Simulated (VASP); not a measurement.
HfN, 2 atoms in the cell. It takes space group C2 (No. 5, monoclinic). Conventional cell: a = 3.085 Å, b = 5.344 Å, c = 2.891 Å, α = 90.00°, β = 90.57°, γ = 90.00°. Hf (site symmetry 2) has 6 N at 2.28 to 2.30 Å and 8 Hf at 2.89 to 3.09 Å within 3.1 Å. Within 3.1 Å of N (site symmetry 2) lie 6 Hf at 2.28 to 2.30 Å and 8 N at 2.89 to 3.09 Å. 

```yaml
Program: VASP 6.6.1
Task: single point
Functional: r2SCAN
Potentials_or_basis: VASP PAW PBE potentials, release 64 (Hf_pv, N)
Cutoff: 520 eV
k_mesh: 12 × 12 × 12
Occupations: gaussian, width 0.05 eV
Spin: no spin polarisation
Dipole_correction: no
Further_INCAR_settings: ALGO = Normal; EDIFF = 1e-06; NBANDS = 14
```

Potentials or basis: VASP PAW PBE potentials, release 64 (Hf_pv, N).

Launch:

```console
$ cat potpaw_PBE.64/Hf_pv/POTCAR potpaw_PBE.64/N/POTCAR > POTCAR
$ cp INCAR.step1 INCAR
$ mpirun -np 1 vasp_std > vasp.out
$ cp INCAR.step2 INCAR
$ mpirun -np 1 vasp_std > vasp.out
```

Hardware: 1 thread of Intel(R) Xeon(R) 6975P-C (Granite Rapids) (shared host).

Q: Estimate the wall time of this run.

A: Run time: 2.2 min on 1 thread of Intel(R) Xeon(R) 6975P-C (Granite Rapids) (shared host), peak memory 0.28 GiB. Counts: k points 476.
